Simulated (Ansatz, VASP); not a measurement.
# SnSe2 in VASP and in Ansatz

```
Sn Se
1.0
     3.64800    0.00000    0.00000
    -1.82400    3.15926    0.00000
     0.00000    0.00000    5.03630
Sn Se
1 2
Direct
  0.00000 0.00000 0.00000
  0.33333 0.66667 0.26513
  0.66667 0.33333 0.73487
```

Alike in both runs: task single point; functional PBE; dispersion D3(BJ); k mesh 12 × 12 × 6; occupations gaussian, width 0.03 eV; no spin polarisation.

|  | VASP | Ansatz |
| --- | --- | --- |
| version | VASP 6.6.1 | Ansatz 0.2.0 |
| potentials or method | VASP PAW PBE potentials, release 64 (Sn_d, Se), cutoff 500 eV | scalar-relativistic, plane waves, PAW |
| valence electrons in the cell | 26 | 46 |

Ansatz gave:

```
gap on the k mesh at the Fermi level (eV) : none
rms of the force components (eV/Å)        : 1.711
```

Q: Which values does VASP return?

A: gap on the k mesh at the Fermi level (eV): none; rms of the force components (eV/Å): 1.726.

Atom by atom the forces differ by 0.015 eV/Å (rms over components). A gap of «none» marks a metal or a gap that the smearing closes. VASP's potentials hold 26 valence electrons a cell and Ansatz's 46, so a difference there can come from the potentials and not from the codes.
